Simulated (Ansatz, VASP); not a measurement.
## One calculation of HfO2, two programs

File POSCAR:

```
HfO2
1.0
    0.0000000000      2.5575000000      2.5575000000
    2.5575000000      0.0000000000      2.5575000000
    2.5575000000      2.5575000000      0.0000000000
Hf O
1 2
Direct
    0.0000000000      0.0000000000      0.0000000000
    0.7500000000      0.7500000000      0.7500000000
    0.2500000000      0.2500000000      0.2500000000
```

Contents of INCAR.step1:

```
SYSTEM = HfO2
  PREC = Accurate
  ENCUT = 520
  EDIFF = 1E-5
  ISMEAR = -1
  SIGMA = 0.05
  LREAL = .FALSE.
  LASPH = .TRUE.
  NELM = 100
  ALGO = Normal
  ISIF = 2
  LWAVE = .TRUE.
  LCHARG = .FALSE.
  NBANDS = 18
  GGA = PE
```

Contents of INCAR.step2:

```
SYSTEM = HfO2
  PREC = Accurate
  ENCUT = 520
  EDIFF = 1E-6
  ISMEAR = -1
  SIGMA = 0.05
  LREAL = .FALSE.
  LASPH = .TRUE.
  NELM = 100
  ALGO = Normal
  ISIF = 2
  LWAVE = .FALSE.
  LCHARG = .FALSE.
  GGA = PE
  LHFCALC = .TRUE.
  AEXX = 0.25
  HFSCREEN = 0.2
  PRECFOCK = Normal
  NBANDS = 18
  ISTART = 1
```

File KPOINTS:

```
Automatic mesh
0
G
  5 5 5
  0 0 0
```

input.yaml

```yaml
crystal:
  lattice:
    - [0.0, 2.5575, 2.5575]
    - [2.5575, 0.0, 2.5575]
    - [2.5575, 2.5575, 0.0]
  atoms:
    - { symbol: Hf, position: [0.0, 0.0, 0.0] }
    - { symbol: O, position: [0.75, 0.75, 0.75] }
    - { symbol: O, position: [0.25, 0.25, 0.25] }
hamiltonian:
  xc: { exchange: pbe, correlation: pbe, exx: { coeff: 0.25, omega: 0.2 } }
  pseudopotentials: { kind: paw }
kpoints:
  mp_grid: { grid: [5, 5, 5] }
scf:
  occupations: { method: fermi_dirac, width: 0.05 }
output:
  forces: true
  stress: true
  eigenvalues: true
  write_density: true
  write_potential: true
  elf: true
  volumetric_format: npy
```

Alike in both runs: task single point; functional PBE-based screened hybrid with a share of 0.25 of exact exchange and HFSCREEN = 0.2; k mesh 5 × 5 × 5; occupations fermi-dirac, width 0.05 eV; no spin polarisation.

```csv
,VASP,Ansatz
version,VASP 6.6.1,Ansatz 0.2.0
potentials or method,"VASP PAW PBE potentials, release 64 (Hf_pv, O)",Ansatz PAW
plane-wave cutoff (eV),520,420
valence electrons in the cell,22,38
```

```csv
,VASP,Ansatz,Ansatz less VASP
gap on the k mesh at the Fermi level (eV),5.62,5.71,+0.093
least direct gap on the mesh (eV),5.92,5.98,+0.056
pressure (GPa),-13.3,-8.8,+4.50
```

VASP's potentials were made for PBE, not for PBE-based screened hybrid. VASP's potentials hold 22 valence electrons a cell and Ansatz's 38, so a difference there can come from the potentials and not from the codes.

The k mesh is coarse, so the values compare programs but aren't converged. Spin-orbit coupling is off throughout. Noted on Ansatz's run: odd divisions of the mesh miss points on the zone boundary, where band edges often lie, so the gap on the mesh can be too wide.
